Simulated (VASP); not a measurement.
# SiNi3 (Pm-3m) in VASP: notebook

SiNi3 is run at these levels: PBE+D3(BJ), PBE+D4; tasks: relaxation of cell and atoms.

All numbers are computed with VASP 6.6.1; they aren't measurements. Logs are shortened: lines on timing, memory, paths and dates and some standing lists are left out, and cuts for length are marked.

### Step 1. The cell of the first run

The structure is cubic, space group Pm-3m (No. 221). The conventional cell has a = 3.542 Å, b = 3.542 Å, c = 3.542 Å, α = 90.00°, β = 90.00°, γ = 90.00°. Within 3.3 Å of Ni (site symmetry 4/mmm) lie 8 Ni at 2.50 Å and 4 Si at 2.50 Å. Within 3.3 Å of Si (site symmetry m-3m) lie 12 Ni at 2.50 Å.

### Step 2. Relaxation of cell and atoms, PBE+D3(BJ), collinear spin, ferromagnetic start

The input, INCAR:

```
SYSTEM = SiNi3
PREC = Accurate ; ENCUT = 600
EDIFF = 1E-7 ; ISMEAR = -1
SIGMA = 0.05 ; LREAL = .FALSE.
LASPH = .TRUE. ; NELM = 150
ALGO = Normal ; ISIF = 3
LWAVE = .FALSE. ; LCHARG = .FALSE.
ISPIN = 2 ; MAGMOM = 1 1 1 0
LORBIT = 11 ; LMAXMIX = 4
GGA = PE ; IVDW = 12
IBRION = 2 ; NSW = 60
EDIFFG = -0.01
```

The input, KPOINTS:

```
Automatic mesh
0
G
  8 8 8
  0 0 0
```

The input, POSCAR:

```
SiNi3
1.0
    3.5420000000      0.0000000000      0.0000000000
    0.0000000000      3.5420000000      0.0000000000
    0.0000000000      0.0000000000      3.5420000000
Ni Si
3 1
Direct
    0.5000000000      0.5000000000      0.0000000000
    0.5000000000      0.0000000000      0.5000000000
    0.0000000000      0.5000000000      0.5000000000
    0.0000000000      0.0000000000      0.0000000000
```

Potentials or basis: VASP PAW PBE potentials, release 64 (Ni, Si).

Launch:

```bash
cat potpaw_PBE.64/Ni/POTCAR potpaw_PBE.64/Si/POTCAR > POTCAR
mpirun -np 1 vasp_std > vasp.out
```

OUTCAR:

```text
SYSTEM = SiNi3
   PREC = Accurate
   ENCUT = 600
   EDIFF = 1E-7
   ISMEAR = -1
   LREAL = .FALSE.
   LASPH = .TRUE.
   NELM = 150
   ISIF = 3
   ISPIN = 2
   LORBIT = 11
   GGA = PE
   IVDW = 12
   IBRION = 2
   NSW = 60
   EDIFFG = -0.01
 IVDW          = 12

 ion  position               nearest neighbor table
   1  0.500  0.500  0.000-   2 2.50   3 2.50   4 2.50   2 2.50   3 2.50   2 2.50   4 2.50   2 2.50
                             3 2.50   4 2.50   3 2.50   4 2.50
   2  0.500  0.000  0.500-   1 2.50   3 2.50   4 2.50   1 2.50   4 2.50   1 2.50   3 2.50   1 2.50
                             3 2.50   4 2.50   4 2.50   3 2.50
   3  0.000  0.500  0.500-   1 2.50   2 2.50   4 2.50   1 2.50   4 2.50   2 2.50   4 2.50   4 2.50
                             1 2.50   2 2.50   1 2.50   2 2.50
   4  0.000  0.000  0.000-   1 2.50   2 2.50   3 2.50   2 2.50   3 2.50   1 2.50   3 2.50   3 2.50
                             1 2.50   2 2.50   2 2.50   1 2.50

  LATTYP: Found a simple cubic cell.
 ALAT       =     3.5420000000

  Lattice vectors:

 A1 = (   3.5420000000,   0.0000000000,   0.0000000000)
 A2 = (   0.0000000000,   3.5420000000,   0.0000000000)
 A3 = (   0.0000000000,   0.0000000000,   3.5420000000)

Analysis of symmetry for initial positions (statically):
=====================================================================
 Subroutine PRICEL returns:
 Original cell was already a primitive cell.

 Routine SETGRP: Setting up the symmetry group for a
 simple cubic supercell.

 Subroutine GETGRP returns: Found 48 space group operations
 (whereof 48 operations were pure point group operations)
 out of a pool of 48 trial point group operations.

The static configuration has the point symmetry O_h .

Analysis of symmetry for dynamics (positions and initial velocities):
=====================================================================
 Subroutine PRICEL returns:
 Original cell was already a primitive cell.

 Routine SETGRP: Setting up the symmetry group for a
 simple cubic supercell.

 Subroutine GETGRP returns: Found 48 space group operations
 (whereof 48 operations were pure point group operations)
 out of a pool of 48 trial point group operations.

The dynamic configuration has the point symmetry O_h .

Analysis of structural, dynamic, and magnetic symmetry:
=====================================================================
 Subroutine PRICEL returns:
 Original cell was already a primitive cell.

 Routine SETGRP: Setting up the symmetry group for a
 simple cubic supercell.

 Subroutine GETGRP returns: Found 48 space group operations
 (whereof 48 operations were pure point group operations)
 out of a pool of 48 trial point group operations.

The overall configuration has the point symmetry O_h .

 Subroutine INISYM returns: Found 48 space group operations
 (whereof 48 operations are pure point group operations),
 and found     1 'primitive' translations

----------------------------------------------------------------------------------------

                                     Primitive cell

  volume of cell :      44.4371

  direct lattice vectors                    reciprocal lattice vectors
     3.542000000  0.000000000  0.000000000     0.282326369  0.000000000  0.000000000
     0.000000000  3.542000000  0.000000000     0.000000000  0.282326369  0.000000000
     0.000000000  0.000000000  3.542000000     0.000000000  0.000000000  0.282326369

  length of vectors
     3.542000000  3.542000000  3.542000000     0.282326369  0.282326369  0.282326369

  position of ions in fractional coordinates (direct lattice)
     0.500000000  0.500000000  0.000000000
     0.500000000  0.000000000  0.500000000
     0.000000000  0.500000000  0.500000000
     0.000000000  0.000000000  0.000000000

  ion indices of the primitive-cell ions
   primitive index   ion index
                 1           1
                 2           2
                 3           3
                 4           4

----------------------------------------------------------------------------------------

 KPOINTS: Automatic mesh

Automatic generation of k-mesh.
 Grid dimensions read from file:
 generate k-points for:    8    8    8

 Generating k-lattice:

  Cartesian coordinates                     Fractional coordinates (reciprocal lattice)
     0.035290796  0.000000000  0.000000000     0.125000000  0.000000000  0.000000000
     0.000000000  0.035290796  0.000000000     0.000000000  0.125000000  0.000000000
     0.000000000  0.000000000  0.035290796     0.000000000  0.000000000  0.125000000

  Length of vectors
     0.035290796  0.035290796  0.035290796

  Shift w.r.t. Gamma in fractional coordinates (k-lattice)
     0.000000000  0.000000000  0.000000000

 Subroutine IBZKPT returns following result:
 ===========================================

 Found     35 irreducible k-points:

 Following reciprocal coordinates:
            Coordinates               Weight
  0.000000  0.000000  0.000000      1.000000
  0.125000  0.000000  0.000000      6.000000
  0.250000  0.000000  0.000000      6.000000
  0.375000  0.000000  0.000000      6.000000
  0.500000  0.000000  0.000000      3.000000
  0.125000  0.125000  0.000000     12.000000
[... 16 lines left out ...]
  0.375000  0.375000  0.125000     24.000000
  0.500000  0.375000  0.125000     24.000000
 [... further k-points ...]
   k-points           NKPTS =     35   k-points in BZ     NKDIM =     35   number of bands    NBANDS=     23
   number of dos      NEDOS =    301   number of ions     NIONS =      4
   total plane-waves  NPLWV =  21952
   dimension x,y,z NGX =    28 NGY =   28 NGZ =   28
   dimension x,y,z NGXF=    56 NGYF=   56 NGZF=   56
   ions per type =               3   1
   NGX,Y,Z   is equivalent  to a cutoff of  13.14, 13.14, 13.14 a.u.
   NGXF,Y,Z  is equivalent  to a cutoff of  26.28, 26.28, 26.28 a.u.
 SYSTEM =  SiNi3
   PREC   = accura    normal or accurate (medium, high low for compatibility)
   ISTART =      0    job   : 0-new  1-cont  2-samecut
   ICHARG =      2    charge: 1-file 2-atom 10-const
   ISPIN  =      2    spin polarized calculation?
   LNONCOLLINEAR =      F non collinear calculations
   LSORBIT =      F    spin-orbit coupling
   LASPH  =      T    aspherical Exc in radial PAW
   ENCUT  =  600.0 eV  44.10 Ry    6.64 a.u.   7.07  7.07  7.07*2*pi/ulx,y,z
   NELM   =    150;   NELMIN=  2; NELMDL= -5     # of ELM steps
   EDIFF  = 0.1E-06   stopping-criterion for ELM
   LREAL  =      F    real-space projection
   EDIFFG = -.1E-01   stopping-criterion for IOM
   NSW    =     60    number of steps for IOM
   IBRION =      2    ionic relax: 0-MD 1-quasi-New 2-CG
   NFREE  =      1    steps in history (QN), initial steepest desc. (CG)
   ISIF   =      3    stress and relaxation
   ISYM   =      2    0-nonsym 1-usesym 2-fastsym
   POTIM  = 0.5000    time-step for ionic-motion
   TEBEG  =    0.0;   TEEND  =   0.0 temperature during run
   PSTRESS=    0.0 pullay stress
   NELECT =      34.0000    total number of electrons
   NUPDOWN=      -1.0000    fix difference up-down
   EMIN   =  10.00;   EMAX   =-10.00  energy-range for DOS
   EFERMI =   0.00;   METHOD = LEGACY
   ISMEAR =    -1;   SIGMA  =   0.05  broadening in eV -4-tet -1-fermi 0-gaus
   EFERMI_NEDOS =   21; number of points for ismear=-14 and -15
   IALGO  =     38    algorithm
   IMIX   =      4    mixing-type and parameters
     AMIX     =   0.40;   BMIX     =  1.00
     AMIX_MAG =   1.60;   BMIX_MAG =  1.00
  volume/ion in A,a.u.               =      11.11        74.97
  Fermi-wavevector in a.u.,A,eV,Ry     =   1.497336  2.829555 30.504465  2.242015
  Thomas-Fermi vector in A             =   2.609237
   LORBIT       =     11    0 simple, 1 ext, 2 COOP (PROOUT), +10 PAW based schemes
   GGA     = PE    functional components
   LHFCALC =     F    Hartree Fock is set to
   AEXX    =    0.0000 exact exchange contribution
   IVDW    =    12    specifies the selected vdW correction
   LEPSILON=     F    determine dielectric tensor
   LRPA    =     F    only Hartree local field effects (RPA)
 conjugate gradient relaxation of ions
 spin polarized calculation
  energy-cutoff  :      600.00
  volume of cell :       44.44
 maximum number of plane-waves:      1503
   NGX = 15   NGY = 15   NGZ = 15

--------------------------------------- Ionic step        1  -------------------------------------------

 number of electron      33.9999988 magnetization      -0.0000047

 number of electron      33.9999988 magnetization       0.0000885

 Free energy of the ion-electron system (eV)
  ---------------------------------------------------
  ext. energy  EPLUGINS =         0.00000000
  ---------------------------------------------------
  free energy    TOTEN  =       -23.66172401 eV

  energy without entropy =      -23.64307903  energy(sigma->0) =      -23.65240152

------------------------ aborting loop because EDIFF is reached ----------------------------------------

 Edisp (eV)   -1.91466

 E8    (eV) :    -0.8162

  FORCE on cell =-STRESS in cart. coord.  units (eV):
  Direction    XX          YY          ZZ          XY          YZ          ZX
  --------------------------------------------------------------------------------------
  -------------------------------------------------------------------------------------
  Total      -3.63135    -3.63135    -3.63135    -0.00000    -0.00000    -0.00000
  in kB    -130.92823  -130.92823  -130.92823    -0.00000    -0.00000    -0.00000
  external pressure =     -130.93 kB  Pullay stress =        0.00 kB
[... 69 lines left out ...]
--------------------------------------- Ionic step        3  -------------------------------------------

 number of electron      33.9999971 magnetization      -0.0000014

 number of electron      33.9999971 magnetization       0.0000006

 Free energy of the ion-electron system (eV)
  ---------------------------------------------------
  ext. energy  EPLUGINS =         0.00000000
  ---------------------------------------------------
  free energy    TOTEN  =       -23.65251442 eV

  energy without entropy =      -23.63491651  energy(sigma->0) =      -23.64371547

 E-fermi :  11.1818     XC(G=0): -13.2896

 val. band max:       11.1203197253   @ k =   0.1250   0.1250   0.0000
 cond. band min:      11.1946296226   @ k =   0.5000   0.3750   0.3750
 fundamental gap:      0.0743098973
 Fermi energy:        11.1817600702

 spin component 1

 k-point     1 :       0.0000    0.0000    0.0000
  band No.  band energies     occupation
      1      -1.0204      1.00000
      2       6.0865      1.00000
      3       6.9215      1.00000
      4       6.9215      1.00000
      5       7.4637      1.00000
      6       7.4637      1.00000
[... 613 lines left out ...]
     22      18.5395      0.00000
     23      19.5422      0.00000

 [... further k-points ...]

 spin component 2

 k-point     1 :       0.0000    0.0000    0.0000
  band No.  band energies     occupation
      1      -1.0204      1.00000
      2       6.0865      1.00000
      3       6.9215      1.00000
      4       6.9215      1.00000
      5       7.4637      1.00000
      6       7.4637      1.00000
[... 650 lines left out ...]
  FREE ENERGIE OF THE ION-ELECTRON SYSTEM (eV)
  ---------------------------------------------------
  free  energy   TOTEN  =       -25.7003761497 eV

  energy  without entropy=      -25.6827782372  energy(sigma->0) =      -25.69157719

 reached required accuracy - stopping structural energy minimisation

 total charge

# of ion       s       p       d       tot
------------------------------------------
    1        0.501   0.607   8.431   9.538
    2        0.501   0.607   8.431   9.538
    3        0.501   0.607   8.431   9.538
    4        0.730   0.843   0.000   1.573
--------------------------------------------------
tot          2.232   2.664  25.292  30.188

 magnetization (x)

# of ion       s       p       d       tot
------------------------------------------
    1        0.000  -0.000   0.000   0.000
    2        0.000  -0.000   0.000   0.000
    3        0.000  -0.000   0.000   0.000
    4        0.000  -0.000   0.000   0.000
--------------------------------------------------
tot          0.000  -0.000   0.000   0.000
```

Run time: 3.7 min. Hardware: 1 thread of Intel Xeon Platinum 8259CL at 2.50GHz (Skylake/Cascade Lake), shared host; peak memory 0.23 GiB.

What came out:

| Quantity | Value |
| --- | --- |
| Free energy | -25.7004 eV |
| Relaxed volume | 10.41 Å³/atom |
| Relaxed cell | a = 3.466 Å, b = 3.466 Å, c = 3.466 Å, α = 90.00°, β = 90.00°, γ = 90.00° |
| Space group after relaxing (to 0.05 Å) | Pm-3m (No. 221) |
| Energy gained by relaxing | 31.0 meV/atom |
| Ionic steps | 3 |
| Pressure after relaxing | -0.1 GPa |
| Band gap on the k mesh | zero (filled and empty bands overlap) |
| Net moment | 0.00 μB per cell |
| Valence electrons inside the program's atomic spheres | Ni 9.54; Si 1.57 |
| Dispersion energy per atom | -0.512 eV |

Step by step:
```
step  energy change (eV)  largest force (eV/Å)  pressure (GPa)  volume (Å³)
   1              0.0000                0.0000          -13.09        44.44
   2              0.0267                0.0000           18.77        38.85
   3             -0.1240                0.0000           -0.14        41.63
```

Final structure:
```
Ni Si
1.0
     3.46586    0.00000    0.00000
     0.00000    3.46586    0.00000
     0.00000    0.00000    3.46586
Ni Si
3 1
Direct
  0.50000 0.50000 0.00000
  0.50000 0.00000 0.50000
  0.00000 0.50000 0.50000
  0.00000 0.00000 0.00000
```

Levels at points of the mesh, in eV from the Fermi level:
Spin up:
```
           k point  band 13  band 14  band 15  band 16  band 17  band 18  band 19  band 20  band 21  band 22
(0.00, 0.00, 0.00)    -0.92    -0.65    -0.65    -0.31     0.03     0.03     0.03     5.16     6.49     6.49
(0.50, 0.00, 0.00)    -1.38    -1.36    -1.20    -0.59     0.04     3.74     3.74     5.35     5.35     5.47
(0.50, 0.50, 0.00)    -1.51    -1.50    -1.16    -1.06    -1.00     0.69     0.69     5.81     6.51     7.80
(0.50, 0.50, 0.50)    -1.52    -1.30    -1.30    -0.46    -0.22    -0.22    -0.22     1.36     4.18     4.18
```
Spin down:
```tsv
k point	band 14	band 15	band 16	band 17	band 18	band 19	band 20	band 21
(0.00, 0.00, 0.00)	-0.65	-0.65	-0.31	0.03	0.03	0.03	5.16	6.49
(0.50, 0.00, 0.00)	-1.36	-1.20	-0.59	0.04	3.74	3.74	5.35	5.35
(0.50, 0.50, 0.00)	-1.50	-1.16	-1.06	-1.00	0.69	0.69	5.81	6.51
(0.50, 0.50, 0.50)	-1.30	-1.30	-0.46	-0.22	-0.22	-0.22	1.36	4.18
```

Caveat: pairwise dispersion overbinds metals, which lowers pressure and volume.

### Step 3. Relaxation of cell and atoms, PBE+D4, collinear spin, ferromagnetic start

The input, INCAR:

```
ALGO     = Normal         # electronic algorithm
EDIFF    = 1E-7           # SCF threshold, eV
EDIFFG   = -0.01          # ionic threshold
ENCUT    = 600            # plane-wave cutoff, eV
GGA      = PE             # functional
IBRION   = 2              # ionic algorithm
ISIF     = 3              # what is computed and relaxed
ISMEAR   = -1             # smearing method
ISPIN    = 2              # spin polarisation
IVDW     = 13             # dispersion correction
LASPH    = True           # aspherical terms in the spheres
LCHARG   = False          # write CHGCAR
LMAXMIX  = 4              # l up to which the mixer works
LORBIT   = 11             # projections on sites
LREAL    = False          # projectors in reciprocal space
LWAVE    = False          # write WAVECAR
MAGMOM   = 1 1 1 0        # initial moments
NELM     = 150            # most SCF steps
NSW      = 60             # ionic steps
PREC     = Accurate       # precision mode
SIGMA    = 0.05           # smearing width, eV
```

The input, KPOINTS:

```
k-points
0
Gamma
  8 8 8
```

POSCAR is that of step 2.

Potentials or basis: VASP PAW PBE potentials, release 64 (Ni, Si).

Launch:

```bash
cat potpaw_PBE.64/Ni/POTCAR potpaw_PBE.64/Si/POTCAR > POTCAR
mpirun -np 1 vasp_std > vasp.out
```

It took 3.6 min on 1 thread of Intel Xeon Platinum 8259CL at 2.50GHz (Skylake/Cascade Lake), shared host; peak memory 0.22 GiB.

Results (log left out):

```yaml
Free_energy: -25.6856 eV
Relaxed_volume: 10.45 Å³/atom
Relaxed_cell: a = 3.470 Å, b = 3.470 Å, c = 3.470 Å, α = 90.00°, β = 90.00°, γ = 90.00°
Space_group_after_relaxing_to_0.05_Å: Pm-3m (No. 221)
Energy_gained_by_relaxing: 27.7 meV/atom
Ionic_steps: 3
Pressure_after_relaxing: -0.1 GPa
Band_gap_on_the_k_mesh: zero (filled and empty bands overlap)
Net_moment: 0.00 μB per cell
Valence_electrons_inside_the_program's_atomic_spheres: Ni 9.53; Si 1.57
Dispersion_energy_per_atom: -0.506 eV
```

Step by step:
```tsv
step	energy change (eV)	largest force (eV/Å)	pressure (GPa)	volume (Å³)
1	0.0000	0.0000	-12.45	44.44
2	0.0272	0.0000	17.80	39.11
3	-0.1108	0.0000	-0.14	41.79
```

Final structure:
```
Ni Si
1.0
     3.47021    0.00000    0.00000
     0.00000    3.47021    0.00000
     0.00000    0.00000    3.47021
Ni Si
3 1
Direct
  0.50000 0.50000 0.00000
  0.50000 0.00000 0.50000
  0.00000 0.50000 0.50000
  0.00000 0.00000 0.00000
```

Levels at points of the mesh, in eV from the Fermi level:
Spin up:
| k point | band 15 | band 16 | band 17 | band 18 | band 19 | band 20 |
| --- | --- | --- | --- | --- | --- | --- |
| (0.00, 0.00, 0.00) | -0.65 | -0.31 | 0.03 | 0.03 | 0.03 | 5.12 |
| (0.50, 0.00, 0.00) | -1.20 | -0.58 | 0.03 | 3.72 | 3.72 | 5.34 |
| (0.50, 0.50, 0.00) | -1.16 | -1.06 | -0.99 | 0.68 | 0.68 | 5.78 |
| (0.50, 0.50, 0.50) | -1.30 | -0.45 | -0.21 | -0.21 | -0.21 | 1.34 |
Spin down:
| k point | band 14 | band 15 | band 16 | band 17 | band 18 | band 19 | band 20 | band 21 |
| --- | --- | --- | --- | --- | --- | --- | --- | --- |
| (0.00, 0.00, 0.00) | -0.65 | -0.65 | -0.31 | 0.03 | 0.03 | 0.03 | 5.12 | 6.47 |
| (0.50, 0.00, 0.00) | -1.35 | -1.20 | -0.58 | 0.03 | 3.72 | 3.72 | 5.34 | 5.34 |
| (0.50, 0.50, 0.00) | -1.49 | -1.16 | -1.06 | -0.99 | 0.68 | 0.68 | 5.78 | 6.49 |
| (0.50, 0.50, 0.50) | -1.30 | -1.30 | -0.45 | -0.21 | -0.21 | -0.21 | 1.34 | 4.16 |

Caveat: pairwise dispersion overbinds metals, which lowers pressure and volume.
